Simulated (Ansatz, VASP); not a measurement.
**One calculation of LiH, two programs**

```
Li H
1.0
     0.00000    2.19510    1.95120
     2.19510    0.00000    1.95120
     2.19510    2.19510    0.00000
Li H
1 1
Direct
  0.00000 0.00000 0.00000
  0.50000 0.50000 0.50000
```

Change from the starting cell: strain +0.080 along x and y, -0.040 along z, atoms carried along.

Alike in both runs: task single point; functional PBE; k mesh 10 × 10 × 10; occupations gaussian, width 0.05 eV; no spin polarisation.

|  | VASP | Ansatz |
| --- | --- | --- |
| version | VASP 6.6.1 | Ansatz 0.2.0 |
| potentials or method | VASP PAW PBE potentials, release 64 (Li_sv, H), cutoff 520 eV | scalar-relativistic, plane waves, PAW |
| valence electrons in the cell | 4 | 4 |

VASP gave:

```
gap on the k mesh at the Fermi level (eV) : 2.13
least direct gap on the mesh (eV)         : 2.91
```

Problem. Which values does Ansatz return?

Solution. gap on the k mesh at the Fermi level (eV): 2.13; least direct gap on the mesh (eV): 2.92.

With one functional, cell and mesh, what is left measures potentials, basis and numerics.

Noted on VASP's run: the cutoff is short for stress, so the pressure is rough.
